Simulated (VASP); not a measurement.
Input of a VASP 6.6.1 run:

Contents of INCAR:

```
SYSTEM = ZrHSe2
PREC     = Accurate       ! precision mode
ENCUT    = 600            ! plane-wave cutoff, eV
EDIFF    = 1E-6           ! SCF threshold, eV
ISMEAR   = 0              ! smearing method
SIGMA    = 0.1            ! smearing width, eV
LREAL    = .FALSE.        ! projectors in reciprocal space
LASPH    = .TRUE.         ! aspherical terms in the spheres
NELM     = 100            ! most SCF steps
ALGO     = Normal         ! electronic algorithm
ISIF     = 3              ! what is computed and relaxed
LWAVE    = .FALSE.        ! write WAVECAR
LCHARG   = .FALSE.        ! write CHGCAR
GGA      = PE             ! functional
IVDW     = 12             ! dispersion correction
IBRION   = 2              ! ionic algorithm
NSW      = 90             ! ionic steps
EDIFFG   = -0.0325        ! ionic threshold
```

File KPOINTS:

```
regular mesh
0
G
  6 6 4
  0 0 0
```

The input POSCAR:

```
ZrHSe2
1.0
    3.7361213069      0.0000000000      0.0000000000
   -1.8680606535      3.2355759634      0.0000000000
    0.0000000000      0.0000000000      6.0363398387
Zr Se H
1 2 1
Direct
    0.0000000000      0.0000000000      0.0000000000
    0.3333333333      0.6666666667      0.2648971153
    0.6666666667      0.3333333333      0.7351028847
    0.0000000000      0.0000000000      0.5000000000
```

Potentials or basis: VASP PAW PBE potentials, release 64 (Zr_sv, Se, H).

Command:

```bash
$ cat potpaw_PBE.64/Zr_sv/POTCAR potpaw_PBE.64/Se/POTCAR potpaw_PBE.64/H/POTCAR > POTCAR
$ mpirun -np 1 vasp_std > vasp.out
```

**Question.** Predict the relaxed cell.

**Answer.** a = 3.816 Å, b = 3.816 Å, c = 5.465 Å, α = 90.00°, β = 90.00°, γ = 120.00°.

**Question.** What does it give for the space group after relaxing (to 0.1 Å)?

**Answer.** P-3m1 (No. 164).

**Question.** What does it give for the relaxed volume?

**Answer.** 17.23 Å³/atom.

**Question.** Estimate the dispersion energy per atom.

**Answer.** -0.379 eV.

Final structure:
```cif
data_structure
_symmetry_space_group_name_H-M 'P 1'
_symmetry_Int_Tables_number 1
_cell_length_a 3.8165
_cell_length_b 3.8165
_cell_length_c 5.4653
_cell_angle_alpha 90.000
_cell_angle_beta 90.000
_cell_angle_gamma 120.000
_cell_volume 68.94
loop_
_atom_site_label
_atom_site_type_symbol
_atom_site_fract_x
_atom_site_fract_y
_atom_site_fract_z
_atom_site_occupancy
Zr1 Zr 0.00000 0.00000 0.00000 1
Se1 Se 0.33333 0.66667 0.28389 1
Se2 Se 0.66667 0.33333 0.71611 1
H1 H 0.00000 0.00000 0.50000 1
```

Caveat: an odd number of electrons without spin polarisation forces a metal; a magnetic or distorted state may lie lower.
